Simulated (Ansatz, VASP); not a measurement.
**MgO: VASP beside Ansatz**

POSCAR

```
MgO
1.0
    0.0000000000      2.1351500000      2.1351500000
    2.1351500000      0.0000000000      2.1351500000
    2.1351500000      2.1351500000      0.0000000000
Mg O
1 1
Direct
    0.0000000000      0.0000000000      0.0000000000
    0.4970728052      0.4970728052      0.5029271948
```

Contents of INCAR.step1:

```
SYSTEM = MgO
PREC     = Accurate       ! precision mode
ENCUT    = 660            ! plane-wave cutoff, eV
ISMEAR   = 0              ! smearing method
SIGMA    = 0.05           ! smearing width, eV
LREAL    = .FALSE.        ! projectors in reciprocal space
LASPH    = .TRUE.         ! aspherical terms in the spheres
NELM     = 120            ! most SCF steps
NBANDS   = 15             ! bands
GGA      = PE             ! functional
ALGO     = Normal         ! electronic algorithm
EDIFF    = 1E-5           ! SCF threshold, eV
LWAVE    = .TRUE.         ! write WAVECAR
LCHARG   = .FALSE.        ! write CHGCAR
GGA_COMPAT= .FALSE.
```

The input INCAR.step2:

```
SYSTEM = MgO
PREC     = Accurate       ! precision mode
ENCUT    = 660            ! plane-wave cutoff, eV
EDIFF    = 1E-6           ! SCF threshold, eV
ISMEAR   = 0              ! smearing method
SIGMA    = 0.05           ! smearing width, eV
LREAL    = .FALSE.        ! projectors in reciprocal space
LASPH    = .TRUE.         ! aspherical terms in the spheres
NELM     = 120            ! most SCF steps
ALGO     = Normal         ! electronic algorithm
ISIF     = 2              ! what is computed and relaxed
LWAVE    = .FALSE.        ! write WAVECAR
LCHARG   = .FALSE.        ! write CHGCAR
METAGGA  = R2SCAN         ! meta-GGA
LMIXTAU  = .TRUE.       
NBANDS   = 15             ! bands
ISTART   = 1            
GGA_COMPAT= .FALSE.
```

KPOINTS

```
Automatic mesh
0
G
  10 10 10
  0 0 0
```

Input for Ansatz:

```yaml
crystal:
  lattice:
    - [0.0, 2.13515, 2.13515]
    - [2.13515, 0.0, 2.13515]
    - [2.13515, 2.13515, 0.0]
  atoms:
    - { symbol: Mg, position: [0.0, 0.0, 0.0] }
    - { symbol: O, position: [0.4970728052, 0.4970728052, 0.5029271948] }
basis:
  ecutwfc: 500
kpoints:
  mp_grid: { grid: [10, 10, 10] }
hamiltonian:
  xc: r2scan
scf:
  occupations: { method: gaussian, width: 0.05 }
output:
  forces: true
  stress: true
  eigenvalues: true
```

Change from the starting cell: all O atoms moved +0.013 Å, as atom 2 towards its neighbour atom 1 (Mg) at 2.135 Å.

Alike in both runs: task single point; functional r2SCAN; k mesh 10 × 10 × 10; occupations gaussian, width 0.05 eV; no spin polarisation.

|  | VASP | Ansatz |
| --- | --- | --- |
| version | VASP 6.6.1 | Ansatz 0.2.0 |
| potentials or method | VASP PAW PBE potentials, release 64 (Mg_sv, O), cutoff 660 eV | scalar-relativistic, plane waves, PAW |
| valence electrons in the cell | 16 | 16 |

Ansatz gave:

```
gap on the k mesh at the Fermi level (eV) : 5.22
least direct gap on the mesh (eV)         : 5.22
pressure (GPa)                            : -7.1
rms of the force components (eV/Å)        : 0.032
```

Task: Estimate VASP's values.

Result: gap on the k mesh at the Fermi level (eV): 5.25; least direct gap on the mesh (eV): 5.25; pressure (GPa): -7.2; rms of the force components (eV/Å): 0.034.

VASP's potentials were made for PBE, not for r2SCAN. Atom by atom the forces differ by 0.001 eV/Å (rms over components).
